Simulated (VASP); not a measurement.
Input of a VASP 6.6.1 run:

Contents of INCAR:

```
PREC     = Accurate       # precision mode
ENCUT    = 600            # plane-wave cutoff, eV
EDIFF    = 1E-7           # SCF threshold, eV
ISMEAR   = 1              # smearing method
SIGMA    = 0.05           # smearing width, eV
LREAL    = False          # projectors in reciprocal space
LASPH    = True           # aspherical terms in the spheres
NELM     = 80             # most SCF steps
ALGO     = Normal         # electronic algorithm
ISIF     = 3              # what is computed and relaxed
LWAVE    = False          # write WAVECAR
LCHARG   = False          # write CHGCAR
IBRION   = 2              # ionic algorithm
NSW      = 80             # ionic steps
EDIFFG   = -0.01          # ionic threshold
```

The input KPOINTS:

```
regular mesh
0
Gamma
  17 17 17
```

The input POSCAR:

```
Li
1.0
    3.0391430000      0.0000000000      0.0000000000
   -1.0130476349      2.8653315103      0.0000000000
   -1.0130476349     -1.4326656878      2.4814499170
Li
1
Direct
    0.0000000000      0.0000000000      0.0000000000
```

Potentials or basis: VASP PAW LDA potentials, release 64 (Li_sv).

Command:

```sh
$ cat potpaw_LDA.64/Li_sv/POTCAR > POTCAR
$ mpirun -np 1 vasp_std > vasp.out
```

Q: Estimate the space group after relaxing (to 0.1 Å).

A: Im-3m (No. 229).

Q: Predict the relaxed cell.

A: a = 2.895 Å, b = 2.895 Å, c = 2.895 Å, α = 109.47°, β = 109.47°, γ = 109.47°.

Q: Predict the relaxed volume.

A: 18.68 Å³/atom.

Step by step:
| step | energy change (eV) | largest force (eV/Å) | pressure (GPa) | volume (Å³) |
| --- | --- | --- | --- | --- |
| 1 | 0.0000 | 0.0000 | -1.68 | 21.61 |
| 2 | -0.0067 | 0.0000 | -1.38 | 20.91 |
| 3 | -0.0160 | 0.0000 | -0.43 | 19.31 |
| 4 | -0.0168 | 0.0000 | 0.06 | 18.68 |

Caveat: the cutoff is under 1.25 times the usual one of these potentials, so pressure, stress and relaxed cells hold a basis-set (Pulay) error. Zero-point motion and thermal expansion aren't in these numbers.
